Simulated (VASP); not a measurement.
# Hg (P6/mmm) in VASP: a series of runs, part 2 of 2

VASP 6.6.1. The steps go on from the part before.

**4. Single point, PBE**

Input file INCAR:

```
SYSTEM = Hg
PREC = Accurate
ENCUT = 520
EDIFF = 1E-7
ISMEAR = 0
SIGMA = 0.1
LREAL = .False.
LASPH = .True.
NELM = 60
ALGO = Normal
ISIF = 2
LWAVE = .False.
LCHARG = .False.
GGA = PE
NBANDS = 25
```

Input file KPOINTS:

```
regular mesh
0
Gamma
  3 3 2
  0 0 0
```

Input file POSCAR:

```
Hg
1.0
    4.5400020208      0.0000000000      0.0000000000
   -2.2700010104      3.9317570832      0.0000000000
    0.0000000000      0.0000000000      3.8700000000
Hg
3
Direct
    0.3333333333      0.6666666667      0.5000000000
    0.0000000000      0.0000000000      0.0000000000
    0.6666666667      0.3333333333      0.5000000000
```

Potentials or basis: VASP PAW PBE potentials, release 64 (Hg).

Started as:

```
cat potpaw_PBE.64/Hg/POTCAR > POTCAR
mpirun -np 1 vasp_std > vasp.out
```

OUTCAR:

```text
SYSTEM = Hg
   PREC = Accurate
   ENCUT = 520
   EDIFF = 1E-7
   ISMEAR = 0
   LREAL = .False.
   LASPH = .True.
   NELM = 60
   ISIF = 2
   GGA = PE

 ion  position               nearest neighbor table
   1  0.333  0.667  0.500-   3 2.62   3 2.62   3 2.62   2 3.26   2 3.26   2 3.26   2 3.26   2 3.26
                             2 3.26
   2  0.000  0.000  0.000-   1 3.26   3 3.26   1 3.26   3 3.26   1 3.26   1 3.26   3 3.26   3 3.26
                             3 3.26   3 3.26   1 3.26   1 3.26
   3  0.667  0.333  0.500-   1 2.62   1 2.62   1 2.62   2 3.26   2 3.26   2 3.26   2 3.26   2 3.26
                             2 3.26

  LATTYP: Found a hexagonal cell.
 ALAT       =     4.5400020208
 C/A-ratio  =     0.8524225281

  Lattice vectors:

 A1 = (   4.5400020208,   0.0000000000,   0.0000000000)
 A2 = (  -2.2700010104,   3.9317570832,   0.0000000000)
 A3 = (   0.0000000000,   0.0000000000,   3.8700000000)

Analysis of symmetry for initial positions (statically):
=====================================================================
 Subroutine PRICEL returns:
 Original cell was already a primitive cell.

 Routine SETGRP: Setting up the symmetry group for a
 hexagonal supercell.

 Subroutine GETGRP returns: Found 24 space group operations
 (whereof 24 operations were pure point group operations)
 out of a pool of 24 trial point group operations.

The static configuration has the point symmetry D_6h.

Analysis of symmetry for dynamics (positions and initial velocities):
=====================================================================
 Subroutine PRICEL returns:
 Original cell was already a primitive cell.

 Routine SETGRP: Setting up the symmetry group for a
 hexagonal supercell.

 Subroutine GETGRP returns: Found 24 space group operations
 (whereof 24 operations were pure point group operations)
 out of a pool of 24 trial point group operations.

The dynamic configuration has the point symmetry D_6h.

 Subroutine INISYM returns: Found 24 space group operations
[... 97 lines left out ...]
   IALGO  =     38    algorithm
   IMIX   =      4    mixing-type and parameters
     AMIX     =   0.40;   BMIX     =  1.00
     AMIX_MAG =   1.60;   BMIX_MAG =  1.00
  volume/ion in A,a.u.               =      23.03       155.39
  Fermi-wavevector in a.u.,A,eV,Ry     =   1.317421  2.489564 23.614230  1.735597
  Thomas-Fermi vector in A             =   2.447463
   LORBIT       =      0    0 simple, 1 ext, 2 COOP (PROOUT), +10 PAW based schemes
   GGA     = PE    functional components
   LHFCALC =     F    Hartree Fock is set to
   AEXX    =    0.0000 exact exchange contribution
   IVDW    =     0    specifies the selected vdW correction
   LEPSILON=     F    determine dielectric tensor
   LRPA    =     F    only Hartree local field effects (RPA)
 non-spin polarized calculation
 Gauss-broadening in eV      SIGMA  =   0.10
  energy-cutoff  :      520.00
  volume of cell :       69.08
 maximum number of plane-waves:      1886
 NGX is ok and might be reduce to    36
   NGX = 17   NGY = 17   NGZ = 15

 number of electron      36.0000005 magnetization

 Free energy of the ion-electron system (eV)
  ---------------------------------------------------
  ext. energy  EPLUGINS =         0.00000000
  ---------------------------------------------------
  free energy    TOTEN  =         0.65675527 eV

  energy without entropy =        0.67919483  energy(sigma->0) =        0.66797505

 E-fermi :   3.2770     XC(G=0): -10.9431

 val. band max:        3.1900540365   @ k =   0.3333  -0.0000   0.0000
 cond. band min:       3.2956082474   @ k =   0.3333   0.3333   0.5000
 fundamental gap:      0.1055542109
 Fermi energy:         3.2769637003

 k-point     1 :       0.0000    0.0000    0.0000
  band No.  band energies     occupation
      1      -6.7789      2.00000
      2      -5.1543      2.00000
      3      -4.7640      2.00000
      4      -4.7640      2.00000
      5      -4.6024      2.00000
      6      -4.6024      2.00000
[... 157 lines left out ...]
     24      12.9546      0.00000
     25      12.9682      0.00000

------------------------ aborting loop because EDIFF is reached ----------------------------------------

  FORCE on cell =-STRESS in cart. coord.  units (eV):
  Direction    XX          YY          ZZ          XY          YZ          ZX
  --------------------------------------------------------------------------------------
  -------------------------------------------------------------------------------------
  Total        6.7597226      6.7597226      0.0329295      0.0000000      0.0000000      0.0000000
  in kB      156.7782326    156.7782326      0.7637333      0.0000000      0.0000000      0.0000000
  external PRESSURE =     104.7733995 kB  Pullay stress =       0.0000000 kB

 VOLUME and BASIS-vectors are now :
 -----------------------------------------------------------------------------
  energy-cutoff  :      520.00
  volume of cell :       69.08
      direct lattice vectors                 reciprocal lattice vectors
     4.540002021  0.000000000  0.000000000     0.220264219  0.127169606  0.000000000
    -2.270001010  3.931757083  0.000000000     0.000000000  0.254339212  0.000000000
     0.000000000  0.000000000  3.870000000     0.000000000  0.000000000  0.258397933

 POSITION                                       TOTAL-FORCE (eV/Angst)
 -----------------------------------------------------------------------------------
     -0.00000      2.62117      1.93500         0.000000     -0.000000      0.000000
      0.00000      0.00000      0.00000         0.000000      0.000000     -0.000000
      2.27000      1.31059      1.93500        -0.000000      0.000000     -0.000000
 -----------------------------------------------------------------------------------
    total drift:                                0.000000     -0.000000     -0.000000

  FREE ENERGIE OF THE ION-ELECTRON SYSTEM (eV)
  ---------------------------------------------------
  free  energy   TOTEN  =         0.6567552665 eV

  energy  without entropy=        0.6791948263  energy(sigma->0) =        0.66797505
```

stdout:

```text
POSCAR found type information on POSCAR Hg
 POSCAR found :  1 types and       3 ions
 scaLAPACK will be used
 LDA part: xc-table for (Slater+PW92), standard interpolation
 POSCAR, INCAR and KPOINTS ok, starting setup
 FFT: planning ... GRIDC
 FFT: planning ... GRID_SOFT
 FFT: planning ... GRID
 WAVECAR not read
 entering main loop
```

Run time: 18 s. Hardware: 1 thread of AMD EPYC 7R13, shared host; peak memory 0.15 GiB.

What came out:

- Free energy: 0.6568 eV
- Pressure: 10.5 GPa
- Band gap on the k mesh: zero (bands 18 and 19 overlap by 6.14 eV)

Stress tensor (GPa, compression positive):
```
15.68  0.00  0.00
 0.00 15.68  0.00
 0.00  0.00  0.08
```

Levels at points of the mesh, in eV from the Fermi level:
| k point | band 16 | band 17 | band 18 | band 19 | band 20 | band 21 |
| --- | --- | --- | --- | --- | --- | --- |
| (0.00, 0.00, 0.00) | -6.15 | 0.25 | 1.86 | 2.62 | 3.52 | 3.52 |
| (0.00, 0.00, 0.50) | -6.18 | -5.38 | 4.22 | 4.22 | 4.23 | 4.79 |

Caveat: the k points lie up to 0.81 Å⁻¹ apart, too coarse for converged energies and pressures of a metal; spin-orbit coupling is left out, which moves the levels of the heavy elements.

**5. Single point, PBE**

Input file INCAR:

```
ALGO     = Fast           # electronic algorithm
EDIFF    = 1E-7           # SCF threshold, eV
ENCUT    = 520            # plane-wave cutoff, eV
GGA      = PE             # functional
ISIF     = 2              # what is computed and relaxed
ISMEAR   = 1              # smearing method
LASPH    = T              # aspherical terms in the spheres
LCHARG   = F              # write CHGCAR
LREAL    = F              # projectors in reciprocal space
LWAVE    = F              # write WAVECAR
NBANDS   = 25             # bands
NELM     = 100            # most SCF steps
PREC     = Accurate       # precision mode
SIGMA    = 0.1            # smearing width, eV
```

Input file KPOINTS:

```
k-points
0
Gamma
  3 3 2
```

POSCAR is that of step 4.

Started as:

```
cat potpaw_PBE.64/Hg/POTCAR > POTCAR
mpirun -np 1 vasp_std > vasp.out
```

Run time: 28 s. Hardware: 1 thread of AMD EPYC 7R13, shared host; peak memory 0.15 GiB.

Results (log left out):

```yaml
Free_energy: 0.6685 eV
Pressure: 10.4 GPa
Band_gap_on_the_k_mesh: zero (bands 18 and 19 overlap by 6.14 eV)
```

Stress tensor (GPa, compression positive):
```
15.84  0.00  0.00
 0.00 15.84  0.00
 0.00  0.00 -0.45
```

Levels at points of the mesh, in eV from the Fermi level:
| k point | band 14 | band 15 | band 16 | band 17 | band 18 | band 19 | band 20 | band 21 | band 22 | band 23 |
| --- | --- | --- | --- | --- | --- | --- | --- | --- | --- | --- |
| (0.00, 0.00, 0.00) | -6.86 | -6.13 | -6.13 | 0.26 | 1.87 | 2.64 | 3.54 | 3.54 | 3.73 | 3.73 |
| (0.00, 0.00, 0.50) | -6.28 | -6.28 | -6.18 | -5.38 | 4.24 | 4.24 | 4.25 | 4.82 | 5.15 | 5.44 |

Caveat: the k points lie up to 0.81 Å⁻¹ apart, too coarse for converged energies and pressures of a metal; spin-orbit coupling is left out, which moves the levels of the heavy elements.

**6. Single point, PBE**

Input file INCAR:

```
SYSTEM = Hg
ALGO = Normal
EDIFF = 1E-7
ENCUT = 520
GGA = PE
ISIF = 2
ISMEAR = -1
LASPH = .True.
LCHARG = .False.
LREAL = .False.
LWAVE = .False.
NBANDS = 25
NELM = 60
PREC = Accurate
SIGMA = 0.025851999786435532
```

Input file KPOINTS:

```
k-points
0
Gamma
  3 3 2
  0 0 0
```

POSCAR is that of step 5.

Potentials or basis: VASP PAW PBE potentials, release 64 (Hg).

Started as:

```
cat potpaw_PBE.64/Hg/POTCAR > POTCAR
mpirun -np 1 vasp_std > vasp.out
```

Run time: 21 s. Hardware: 1 thread of AMD EPYC 7R13, shared host; peak memory 0.15 GiB.

Results (log left out):

- Free energy: 0.6634 eV
- Pressure: 10.4 GPa
- Band gap on the k mesh: zero (bands 18 and 19 overlap by 6.14 eV)

Stress tensor (GPa, compression positive):
```
15.83  0.00  0.00
 0.00 15.83  0.00
 0.00  0.00 -0.31
```

Levels at points of the mesh, in eV from the Fermi level:
| k point | band 15 | band 16 | band 17 | band 18 | band 19 | band 20 | band 21 | band 22 |
| --- | --- | --- | --- | --- | --- | --- | --- | --- |
| (0.00, 0.00, 0.00) | -6.14 | -6.14 | 0.26 | 1.87 | 2.64 | 3.53 | 3.53 | 3.73 |
| (0.00, 0.00, 0.50) | -6.29 | -6.18 | -5.38 | 4.23 | 4.23 | 4.24 | 4.81 | 5.15 |

Caveat: the k points lie up to 0.81 Å⁻¹ apart, too coarse for converged energies and pressures of a metal; spin-orbit coupling is left out, which moves the levels of the heavy elements.

**7. Overview**

```tsv
k mesh	smearing	gap on the mesh (eV)	pressure (GPa)
3 × 3 × 1	gaussian 0.1 eV	none	3.0
3 × 3 × 2	gaussian 0.1 eV	none	10.5
3 × 3 × 2	methfessel-paxton 0.1 eV	none	10.4
3 × 3 × 2	fermi-dirac 0.025852 eV	none	10.4
```

Alike in all rows: task single point; level PBE; potentials or basis VASP PAW PBE potentials, release 64 (Hg); no spin polarisation; cell as given; cutoff (eV) 520.

Caveats: all runs use coarse meshes; spin-orbit coupling is left out, which moves the levels of the heavy elements.

Total energies depend on the potentials used, so only differences within one code and one set of settings carry meaning.
